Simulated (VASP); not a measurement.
A run of VASP 6.6.1 is set up as follows.

INCAR

```
SYSTEM = Co
PREC = Accurate
ENCUT = 600
EDIFF = 1E-6
ISMEAR = -1
SIGMA = 0.1
LREAL = .FALSE.
LASPH = .TRUE.
NELM = 120
ALGO = Normal
ISIF = 2
LWAVE = .FALSE.
LCHARG = .TRUE.
GGA = RP
LELF = .TRUE.
LVHAR = .TRUE.
NBANDS = 10
GGA_COMPAT = .FALSE.
```

Contents of KPOINTS:

```
Automatic mesh
0
G
  14 14 14
  0 0 0
```

POSCAR

```
Co
1.0
    2.3057724336      0.0000000000      0.0000000000
    0.0000000000      2.3057724336      0.0000000000
    0.0000000000      0.0000000000      2.3057724336
Co
1
Direct
    0.0000000000      0.0000000000      0.0000000000
```

Potentials or basis: VASP PAW PBE potentials, release 64 (Co).

The run is started by

```sh
$ cat potpaw_PBE.64/Co/POTCAR > POTCAR
$ mpirun -np 1 vasp_std > vasp.out
```

Estimate the pressure.

-0.7 GPa.

Caveat: the PAW data sets were made with another functional, which shifts forces and pressure a little; the run has no spin polarisation, though such a crystal can be magnetic. Spin polarisation is off, so any magnetic state and its effect on volume and gap are missing.
